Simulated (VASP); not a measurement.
Sb: single point with LDA

The system is Sb.

```
Sb
1.0
     2.80194    0.00000    0.00000
    -1.40097    2.42655    0.00000
     0.00000    0.00000    4.38058
Sb
2
Direct
  0.33333 0.66667 0.25000
  0.66667 0.33333 0.75000
```

This cell differs from its parent crystal: volume scaled by 0.58.

```yaml
Program: VASP 6.6.1
Task: single point
Functional: LDA
Potentials_or_basis: VASP PAW LDA potentials, release 64 (Sb)
Cutoff: 520 eV
k_mesh: 14 × 14 × 8
Occupations: fermi-dirac, width 0.05 eV
Spin: no spin polarisation
```

| Quantity | Value |
| --- | --- |
| Pressure | 139.1 GPa |
| Band gap on the k mesh | zero (band 5 reaches 26.48 eV, above the bottom of band 6 at 13.07 eV) |

Stress tensor (GPa, compression positive):
```
138.93   0.00   0.00
  0.00 138.93   0.00
  0.00   0.00 139.39
```

Levels at points of the mesh, in eV from the Fermi level:
| k point | band 3 | band 4 | band 5 | band 6 | band 7 | band 8 |
| --- | --- | --- | --- | --- | --- | --- |
| (0.00, 0.00, 0.00) | -10.58 | 5.85 | 5.85 | 8.31 | 8.38 | 8.38 |
| (0.50, 0.00, 0.00) | -4.52 | -4.33 | -3.75 | -1.38 | -0.46 | 4.50 |
| (0.00, 0.00, 0.50) | 0.22 | 0.22 | 7.59 | 7.59 | 7.59 | 7.59 |
| (0.50, 0.00, 0.50) | -9.49 | -9.49 | 2.12 | 2.12 | 4.36 | 4.36 |

Wall time 16 s on 1 thread of Intel Xeon 6975P-C, on a shared host, peak memory 0.16 GiB.

Caveat: spin-orbit coupling is left out, which moves the levels of the heavy elements.
